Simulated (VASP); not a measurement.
The system is IrO2.

```
CELL_PARAMETERS angstrom
4.52882 0.00000 0.00000
0.00000 4.52882 0.00000
0.00000 0.00000 3.17984
ATOMIC_POSITIONS crystal
Ir 0.00000 0.00000 0.00000
Ir 0.50000 0.50000 0.50000
O 0.30842 0.30842 0.00000
O 0.19158 0.80842 0.50000
O 0.69158 0.69158 0.00000
O 0.80842 0.19158 0.50000
```

```yaml
Program: VASP 6.6.1
Task: relaxation of cell and atoms
Functional: LDA
Potentials_or_basis: VASP PAW LDA potentials, release 64 (Ir, O)
Cutoff: 600 eV
k_mesh: 8 × 8 × 12
Occupations: gaussian, width 0.1 eV
Spin: no spin polarisation
```

At the start: pressure -13.0 GPa; volume 10.87 Å³/atom.

Q: Where does the relaxation end?

A: Over 12 steps the energy falls by 20.2 meV/atom and the volume is 10.39 Å³/atom (-4.5 %); space group P4_2/mnm (No. 136, to 0.1 Å) before and after.

The path:
| step | energy change (eV) | largest force (eV/Å) | pressure (GPa) | volume (Å³) |
| --- | --- | --- | --- | --- |
| 1 | 0.0000 | 0.0824 | -13.00 | 65.22 |
| 2 | 0.4333 | 0.5330 | 35.78 | 57.24 |
| 3 | -0.1166 | 0.0635 | -0.59 | 62.56 |
| 4 | -0.1167 | 0.0681 | -0.20 | 62.49 |
| 5 | -0.1167 | 0.0716 | 0.08 | 62.43 |
| 6 | -0.1186 | 0.2130 | 0.44 | 62.21 |
| 7 | -0.1202 | 0.0976 | 0.28 | 62.30 |
| 8 | -0.1212 | 0.0262 | -0.40 | 62.41 |
| 9 | -0.1212 | 0.0240 | -0.43 | 62.41 |
| 10 | -0.1211 | 0.0419 | 0.42 | 62.24 |
| 11 | -0.1213 | 0.0065 | -0.03 | 62.33 |
| 12 | -0.1213 | 0.0047 | 0.03 | 62.32 |

Final structure:
```
Ir O
1.0
     4.44914    0.00000    0.00000
     0.00000    4.44914    0.00000
     0.00000    0.00000    3.14809
Ir O
2 4
Cartesian
  0.0000 0.0000 0.0000
  2.2246 2.2246 1.5740
  1.3749 1.3749 3.1481
  0.8497 3.5995 1.5740
  3.0742 3.0742 0.0000
  3.5995 0.8497 1.5740
```
